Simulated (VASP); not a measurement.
# ZnS (F-43m) in VASP: settings compared

The runs below take ZnS through single point, relaxation of cell and atoms, with PBE, r2SCAN.

All numbers are computed with VASP 6.6.1; they aren't measurements. Logs are shortened: lines on timing, memory, paths and dates and some standing lists are left out, and cuts for length are marked.

## 1. The cell of the first run

It takes space group F-43m (No. 216, cubic). Conventional cell: a = 5.388 Å, b = 5.388 Å, c = 5.388 Å, α = 90.00°, β = 90.00°, γ = 90.00°. Zn (site symmetry -43m) has 4 S at 2.33 Å within 3.1 Å. S (site symmetry -43m) has 4 Zn at 2.33 Å within 3.1 Å.

## 2. Single point, PBE

The input, INCAR:

```
PREC = Accurate
ENCUT = 520
EDIFF = 1E-7
ISMEAR = -1
SIGMA = 0.02
LREAL = F
LASPH = T
NELM = 60
ALGO = Normal
ISIF = 2
LWAVE = F
LCHARG = F
GGA = PE
NBANDS = 16
```

The input, KPOINTS:

```
Automatic mesh
0
Gamma
  8 8 8
```

The input, POSCAR:

```
ZnS
1.0
    0.0000000000      2.6940858329      2.6940858329
    2.6940858329      0.0000000000      2.6940858329
    2.6940858329      2.6940858329      0.0000000000
Zn S
1 1
Direct
    0.0000000000      0.0000000000      0.0000000000
    0.2500000000      0.2500000000      0.2500000000
```

Potentials or basis: VASP PAW PBE potentials, release 64 (Zn, S).

The run is started by

```console
> cat potpaw_PBE.64/Zn/POTCAR potpaw_PBE.64/S/POTCAR > POTCAR
> mpirun -np 1 vasp_std > vasp.out
```

OUTCAR:

```text
PREC = Accurate
   ENCUT = 520
   EDIFF = 1E-7
   ISMEAR = -1
   LREAL = F
   LASPH = T
   NELM = 60
   ISIF = 2
   GGA = PE

 ion  position               nearest neighbor table
   1  0.000  0.000  0.000-   2 2.33   2 2.33   2 2.33   2 2.33
   2  0.250  0.250  0.250-   1 2.33   1 2.33   1 2.33   1 2.33

  LATTYP: Found a face centered cubic cell.
 ALAT       =     5.3881716658

  Lattice vectors:

 A1 = (   0.0000000000,   2.6940858329,   2.6940858329)
 A2 = (   2.6940858329,   0.0000000000,   2.6940858329)
 A3 = (   2.6940858329,   2.6940858329,   0.0000000000)

Analysis of symmetry for initial positions (statically):
=====================================================================
 Subroutine PRICEL returns:
 Original cell was already a primitive cell.

 Routine SETGRP: Setting up the symmetry group for a
 face centered cubic supercell.

 Subroutine GETGRP returns: Found 24 space group operations
 (whereof 24 operations were pure point group operations)
 out of a pool of 48 trial point group operations.

The static configuration has the point symmetry T_d .

Analysis of symmetry for dynamics (positions and initial velocities):
=====================================================================
 Subroutine PRICEL returns:
 Original cell was already a primitive cell.

 Routine SETGRP: Setting up the symmetry group for a
 face centered cubic supercell.

 Subroutine GETGRP returns: Found 24 space group operations
 (whereof 24 operations were pure point group operations)
 out of a pool of 48 trial point group operations.

The dynamic configuration has the point symmetry T_d .

 Subroutine INISYM returns: Found 24 space group operations
 (whereof 24 operations are pure point group operations),
 and found     1 'primitive' translations

----------------------------------------------------------------------------------------

                                     Primitive cell

  volume of cell :      39.1079

  direct lattice vectors                    reciprocal lattice vectors
     0.000000000  2.694085833  2.694085833    -0.185591711  0.185591711  0.185591711
     2.694085833  0.000000000  2.694085833     0.185591711 -0.185591711  0.185591711
     2.694085833  2.694085833  0.000000000     0.185591711  0.185591711 -0.185591711

  length of vectors
     3.810012723  3.810012723  3.810012723     0.321454273  0.321454273  0.321454273

  position of ions in fractional coordinates (direct lattice)
     0.000000000  0.000000000  0.000000000
     0.250000000  0.250000000  0.250000000

  ion indices of the primitive-cell ions
   primitive index   ion index
                 1           1
                 2           2

----------------------------------------------------------------------------------------

 KPOINTS: Automatic mesh

Automatic generation of k-mesh.
 Grid dimensions read from file:
 generate k-points for:    8    8    8

 Generating k-lattice:

  Cartesian coordinates                     Fractional coordinates (reciprocal lattice)
    -0.023198964  0.023198964  0.023198964     0.125000000  0.000000000  0.000000000
     0.023198964 -0.023198964  0.023198964     0.000000000  0.125000000  0.000000000
     0.023198964  0.023198964 -0.023198964     0.000000000  0.000000000  0.125000000

  Length of vectors
     0.040181784  0.040181784  0.040181784

  Shift w.r.t. Gamma in fractional coordinates (k-lattice)
     0.000000000  0.000000000  0.000000000

 Subroutine IBZKPT returns following result:
 ===========================================

 Found     29 irreducible k-points:

 Following reciprocal coordinates:
            Coordinates               Weight
  0.000000  0.000000  0.000000      1.000000
  0.125000  0.000000  0.000000      8.000000
  0.250000  0.000000  0.000000      8.000000
  0.375000  0.000000  0.000000      8.000000
  0.500000  0.000000  0.000000      4.000000
  0.125000  0.125000  0.000000      6.000000
[... 16 lines left out ...]
  0.500000  0.250000  0.125000     48.000000
 -0.375000  0.250000  0.125000     24.000000
 [... further k-points ...]
   k-points           NKPTS =     29   k-points in BZ     NKDIM =     29   number of bands    NBANDS=     16
   number of dos      NEDOS =    301   number of ions     NIONS =      2
   total plane-waves  NPLWV =  21952
   dimension x,y,z NGX =    28 NGY =   28 NGZ =   28
   dimension x,y,z NGXF=    56 NGYF=   56 NGZF=   56
   ions per type =               1   1
   NGX,Y,Z   is equivalent  to a cutoff of  12.22, 12.22, 12.22 a.u.
   NGXF,Y,Z  is equivalent  to a cutoff of  24.44, 24.44, 24.44 a.u.
 SYSTEM =  unknown system
   PREC   = accura    normal or accurate (medium, high low for compatibility)
   ISTART =      0    job   : 0-new  1-cont  2-samecut
   ICHARG =      2    charge: 1-file 2-atom 10-const
   ISPIN  =      1    spin polarized calculation?
   LNONCOLLINEAR =      F non collinear calculations
   LSORBIT =      F    spin-orbit coupling
   LASPH  =      T    aspherical Exc in radial PAW
   ENCUT  =  520.0 eV  38.22 Ry    6.18 a.u.   7.08  7.08  7.08*2*pi/ulx,y,z
   NELM   =     60;   NELMIN=  2; NELMDL= -5     # of ELM steps
   EDIFF  = 0.1E-06   stopping-criterion for ELM
   LREAL  =      F    real-space projection
   EDIFFG = 0.1E-05   stopping-criterion for IOM
   NSW    =      0    number of steps for IOM
   IBRION =     -1    ionic relax: 0-MD 1-quasi-New 2-CG
   NFREE  =      0    steps in history (QN), initial steepest desc. (CG)
   ISIF   =      2    stress and relaxation
   ISYM   =      2    0-nonsym 1-usesym 2-fastsym
   POTIM  = 0.5000    time-step for ionic-motion
   TEBEG  =    0.0;   TEEND  =   0.0 temperature during run
   PSTRESS=    0.0 pullay stress
   NELECT =      18.0000    total number of electrons
   NUPDOWN=      -1.0000    fix difference up-down
   EMIN   =  10.00;   EMAX   =-10.00  energy-range for DOS
   EFERMI =   0.00;   METHOD = LEGACY
   ISMEAR =    -1;   SIGMA  =   0.02  broadening in eV -4-tet -1-fermi 0-gaus
   EFERMI_NEDOS =   21; number of points for ismear=-14 and -15
   IALGO  =     38    algorithm
   IMIX   =      4    mixing-type and parameters
     AMIX     =   0.40;   BMIX     =  1.00
     AMIX_MAG =   1.60;   BMIX_MAG =  1.00
  volume/ion in A,a.u.               =      19.55       131.96
  Fermi-wavevector in a.u.,A,eV,Ry     =   1.263992  2.388598 21.737690  1.597675
  Thomas-Fermi vector in A             =   2.397320
   LORBIT       =      0    0 simple, 1 ext, 2 COOP (PROOUT), +10 PAW based schemes
   GGA     = PE    functional components
   LHFCALC =     F    Hartree Fock is set to
   AEXX    =    0.0000 exact exchange contribution
   IVDW    =     0    specifies the selected vdW correction
   LEPSILON=     F    determine dielectric tensor
   LRPA    =     F    only Hartree local field effects (RPA)
 non-spin polarized calculation
  energy-cutoff  :      520.00
  volume of cell :       39.11
 maximum number of plane-waves:      1067
   NGX = 15   NGY = 15   NGZ = 15

 number of electron      18.0000006 magnetization

 Free energy of the ion-electron system (eV)
  ---------------------------------------------------
  ext. energy  EPLUGINS =         0.00000000
  ---------------------------------------------------
  free energy    TOTEN  =        -6.84248129 eV

  energy without entropy =       -6.84248129  energy(sigma->0) =       -6.84248129

 E-fermi :   2.5942     XC(G=0):  -9.6714

 val. band max:        2.1892948969   @ k =   0.0000   0.0000   0.0000
 cond. band min:       4.3426220638   @ k =   0.0000   0.0000   0.0000
 fundamental gap:      2.1533271669
 Fermi energy:         2.5942249770

 k-point     1 :       0.0000    0.0000    0.0000
  band No.  band energies     occupation
      1     -11.0127      2.00000
      2      -4.1849      2.00000
      3      -4.1849      2.00000
      4      -4.1849      2.00000
      5      -3.6761      2.00000
      6      -3.6761      2.00000
[... 8 lines left out ...]
     15      13.9624      0.00000
     16      14.1103      0.00000

 k-point     2 :       0.1250    0.0000    0.0000
  band No.  band energies     occupation
      1     -10.8941      2.00000
      2      -4.1844      2.00000
      3      -4.1635      2.00000
      4      -4.1635      2.00000
      5      -3.6778      2.00000
      6      -3.6778      2.00000
[... 8 lines left out ...]
     15      13.3668      0.00000
     16      14.8966      0.00000

 k-point     3 :       0.2500    0.0000    0.0000
  band No.  band energies     occupation
      1     -10.5842      2.00000
      2      -4.1388      2.00000
      3      -4.1166      2.00000
      4      -4.1166      2.00000
      5      -3.6746      2.00000
      6      -3.6746      2.00000
[... 8 lines left out ...]
     15      13.1683      0.00000
     16      14.4248      0.00000

 k-point     4 :       0.3750    0.0000    0.0000
  band No.  band energies     occupation
      1     -10.2316      2.00000
      2      -4.0795      2.00000
      3      -4.0795      2.00000
      4      -3.9214      2.00000
      5      -3.6573      2.00000
      6      -3.6573      2.00000
[... 8 lines left out ...]
     15      14.2860      0.00000
     16      14.2860      0.00000
[... 324 lines left out ...]
 k-point    22 :       0.3750    0.2500    0.1250
  band No.  band energies     occupation
      1     -10.3410      2.00000
      2      -4.1647      2.00000
      3      -4.0504      2.00000
      4      -4.0233      2.00000
      5      -3.6993      2.00000
      6      -3.6372      2.00000
[... 8 lines left out ...]
     15      14.9974      0.00000
     16      17.3397      0.00000

 k-point    23 :       0.5000    0.2500    0.1250
  band No.  band energies     occupation
      1     -10.0462      2.00000
      2      -4.0736      2.00000
      3      -4.0192      2.00000
      4      -3.8768      2.00000
      5      -3.6583      2.00000
      6      -3.6028      2.00000
[... 8 lines left out ...]
     15      16.0012      0.00000
     16      16.5457      0.00000

 k-point    24 :      -0.3750    0.2500    0.1250
  band No.  band energies     occupation
      1      -9.9140      2.00000
      2      -4.0563      2.00000
      3      -3.9971      2.00000
      4      -3.7330      2.00000
      5      -3.6636      2.00000
      6      -3.4021      2.00000
[... 8 lines left out ...]
     15      15.6872      0.00000
     16      16.4912      0.00000

 [... further k-points ...]

------------------------ aborting loop because EDIFF is reached ----------------------------------------

  FORCE on cell =-STRESS in cart. coord.  units (eV):
  Direction    XX          YY          ZZ          XY          YZ          ZX
  --------------------------------------------------------------------------------------
  -------------------------------------------------------------------------------------
  Total        0.5987188      0.5987188      0.5987188     -0.0000000      0.0000000     -0.0000000
  in kB       24.5283997     24.5283997     24.5283997     -0.0000000      0.0000000     -0.0000000
  external PRESSURE =      24.5283997 kB  Pullay stress =       0.0000000 kB

 VOLUME and BASIS-vectors are now :
 -----------------------------------------------------------------------------
  energy-cutoff  :      520.00
  volume of cell :       39.11
      direct lattice vectors                 reciprocal lattice vectors
     0.000000000  2.694085833  2.694085833    -0.185591711  0.185591711  0.185591711
     2.694085833  0.000000000  2.694085833     0.185591711 -0.185591711  0.185591711
     2.694085833  2.694085833  0.000000000     0.185591711  0.185591711 -0.185591711

 POSITION                                       TOTAL-FORCE (eV/Angst)
 -----------------------------------------------------------------------------------
      0.00000      0.00000      0.00000         0.000000      0.000000      0.000000
      1.34704      1.34704      1.34704        -0.000000     -0.000000     -0.000000
 -----------------------------------------------------------------------------------
    total drift:                                0.000001      0.000001      0.000001

  FREE ENERGIE OF THE ION-ELECTRON SYSTEM (eV)
  ---------------------------------------------------
  free  energy   TOTEN  =        -6.8424812882 eV

  energy  without entropy=       -6.8424812882  energy(sigma->0) =       -6.84248129
```

Run time: 14 s. Hardware: 1 thread of AMD EPYC 7R43 (Zen 3), shared host; peak memory 0.13 GiB.

Results:

* Free energy: -6.8425 eV
* Pressure: 2.5 GPa
* Band gap on the k mesh: 2.15 eV, direct

## 3. Single point, r2SCAN

POSCAR is that of step 2.

The input, INCAR.step1:

```
PREC = Accurate ; ENCUT = 520
ISMEAR = -1 ; SIGMA = 0.02
LREAL = F ; LASPH = T
NELM = 60 ; NBANDS = 16
GGA = PE ; ALGO = Normal
EDIFF = 1E-4 ; LWAVE = T
LCHARG = F
```

The input, INCAR.step2:

```
PREC = Accurate ; ENCUT = 520
EDIFF = 1E-6 ; ISMEAR = -1
SIGMA = 0.02 ; LREAL = F
LASPH = T ; NELM = 60
ALGO = Normal ; ISIF = 2
LWAVE = F ; LCHARG = F
METAGGA = R2SCAN ; LMIXTAU = T
NBANDS = 16 ; ISTART = 1
```

The input, KPOINTS:

```
regular mesh
0
Gamma
  8 8 8
```

Potentials or basis: VASP PAW PBE potentials, release 64 (Zn, S).

The run is started by

```console
> cat potpaw_PBE.64/Zn/POTCAR potpaw_PBE.64/S/POTCAR > POTCAR
> cp INCAR.step1 INCAR
> mpirun -np 1 vasp_std > vasp.out
> cp INCAR.step2 INCAR
> mpirun -np 1 vasp_std > vasp.out
```

OUTCAR:

```text
PREC = Accurate
   ENCUT = 520
   EDIFF = 1E-6
   ISMEAR = -1
   LREAL = F
   LASPH = T
   NELM = 60
   ISIF = 2
   METAGGA = R2SCAN
   ISTART = 1

 ion  position               nearest neighbor table
   1  0.000  0.000  0.000-   2 2.33   2 2.33   2 2.33   2 2.33
   2  0.250  0.250  0.250-   1 2.33   1 2.33   1 2.33   1 2.33

  LATTYP: Found a face centered cubic cell.
 ALAT       =     5.3881716658

  Lattice vectors:

 A1 = (   0.0000000000,   2.6940858329,   2.6940858329)
 A2 = (   2.6940858329,   0.0000000000,   2.6940858329)
 A3 = (   2.6940858329,   2.6940858329,   0.0000000000)

Analysis of symmetry for initial positions (statically):
=====================================================================
 Subroutine PRICEL returns:
 Original cell was already a primitive cell.

 Routine SETGRP: Setting up the symmetry group for a
 face centered cubic supercell.

 Subroutine GETGRP returns: Found 24 space group operations
 (whereof 24 operations were pure point group operations)
 out of a pool of 48 trial point group operations.

The static configuration has the point symmetry T_d .

Analysis of symmetry for dynamics (positions and initial velocities):
[... 159 lines left out ...]

 val. band max:        1.9139041518   @ k =   0.0000   0.0000   0.0000
 cond. band min:       4.6295748385   @ k =   0.0000   0.0000   0.0000
 fundamental gap:      2.7156706868
 Fermi energy:         2.2979168289

 k-point     1 :       0.0000    0.0000    0.0000
  band No.  band energies     occupation
      1     -11.8250      2.00000
      2      -4.6209      2.00000
      3      -4.6209      2.00000
      4      -4.6208      2.00000
      5      -4.0635      2.00000
      6      -4.0635      2.00000
[... 433 lines left out ...]
      3      -4.4187      2.00000
      4      -4.1245      2.00000
      5      -4.0523      2.00000
      6      -3.7940      2.00000
[... 8 lines left out ...]
     15      16.0977      0.00000
     16      16.9675      0.00000

 [... further k-points ...]

------------------------ aborting loop because EDIFF is reached ----------------------------------------

  FORCE on cell =-STRESS in cart. coord.  units (eV):
  Direction    XX          YY          ZZ          XY          YZ          ZX
  --------------------------------------------------------------------------------------
  -------------------------------------------------------------------------------------
  Total        0.0099512      0.0099512      0.0099512      0.0000000      0.0000000      0.0000000
  in kB        0.4076805      0.4076805      0.4076805      0.0000000      0.0000000      0.0000000
  external PRESSURE =       0.4076805 kB  Pullay stress =       0.0000000 kB

 VOLUME and BASIS-vectors are now :
 -----------------------------------------------------------------------------
  energy-cutoff  :      520.00
  volume of cell :       39.11
      direct lattice vectors                 reciprocal lattice vectors
     0.000000000  2.694085833  2.694085833    -0.185591711  0.185591711  0.185591711
     2.694085833  0.000000000  2.694085833     0.185591711 -0.185591711  0.185591711
     2.694085833  2.694085833  0.000000000     0.185591711  0.185591711 -0.185591711

 POSITION                                       TOTAL-FORCE (eV/Angst)
 -----------------------------------------------------------------------------------
      0.00000      0.00000      0.00000        -0.000000     -0.000000     -0.000000
      1.34704      1.34704      1.34704         0.000000      0.000000      0.000000
 -----------------------------------------------------------------------------------
    total drift:                                0.000011      0.000011      0.000011

  FREE ENERGIE OF THE ION-ELECTRON SYSTEM (eV)
  ---------------------------------------------------
  free  energy   TOTEN  =       -18.8662273370 eV

  energy  without entropy=      -18.8662273370  energy(sigma->0) =      -18.86622734
```

OUTCAR.step1:

```text
PREC = Accurate
   ENCUT = 520
   ISMEAR = -1
   LREAL = F
   LASPH = T
   NELM = 60
[... 674 lines left out ...]
 -----------------------------------------------------------------------------------
      0.00000      0.00000      0.00000        -0.000000      0.000000      0.000000
      1.34704      1.34704      1.34704         0.000000     -0.000000     -0.000000
 -----------------------------------------------------------------------------------
    total drift:                                0.000001      0.000001      0.000001

  FREE ENERGIE OF THE ION-ELECTRON SYSTEM (eV)
  ---------------------------------------------------
  free  energy   TOTEN  =        -6.8424804786 eV

  energy  without entropy=       -6.8424804786  energy(sigma->0) =       -6.84248048
```

OSZICAR.step1:

```text
N       E                     dE             d eps       ncg     rms          rms(c)
DAV:   1     0.894007399919E+02    0.89401E+02   -0.89739E+03   928   0.134E+03
DAV:   2    -0.138026560535E+01   -0.90781E+02   -0.84379E+02  1064   0.260E+02
DAV:   3    -0.720942811738E+01   -0.58292E+01   -0.58067E+01  1168   0.638E+01
DAV:   4    -0.726945049354E+01   -0.60022E-01   -0.60013E-01  1160   0.678E+00
DAV:   5    -0.727017713654E+01   -0.72664E-03   -0.72664E-03  1160   0.704E-01    0.699E+00
DAV:   6    -0.686349642373E+01    0.40668E+00   -0.73680E-01  1384   0.301E+01    0.546E+00
DAV:   7    -0.684280980663E+01    0.20687E-01   -0.25191E-01  1120   0.455E+00    0.275E+00
DAV:   8    -0.684208761052E+01    0.72220E-03   -0.51765E-03  1200   0.900E-01    0.720E-01
DAV:   9    -0.684231981683E+01   -0.23221E-03   -0.12813E-03  1136   0.285E-01    0.975E-02
DAV:  10    -0.684249087478E+01   -0.17106E-03   -0.24154E-04  1080   0.124E-01    0.451E-02
DAV:  11    -0.684248047861E+01    0.10396E-04   -0.31004E-05   600   0.604E-02
   1 F= -.68424805E+01 E0= -.68424805E+01  d E =-.802628E-11
```

Wall time 57 s (1 thread of AMD EPYC 7R43 (Zen 3), shared host); peak memory 0.13 GiB.

What came out:

```yaml
Free_energy: -18.8662 eV
Pressure: 0.0 GPa
Band_gap_on_the_k_mesh: 2.72 eV, direct
```

Caveat: the PAW data sets were made with another functional, which shifts forces and pressure a little. r2SCAN opens gaps a little over a GGA but as a rule still falls short of measured ones.

(Part 1 of 2 ends here.)
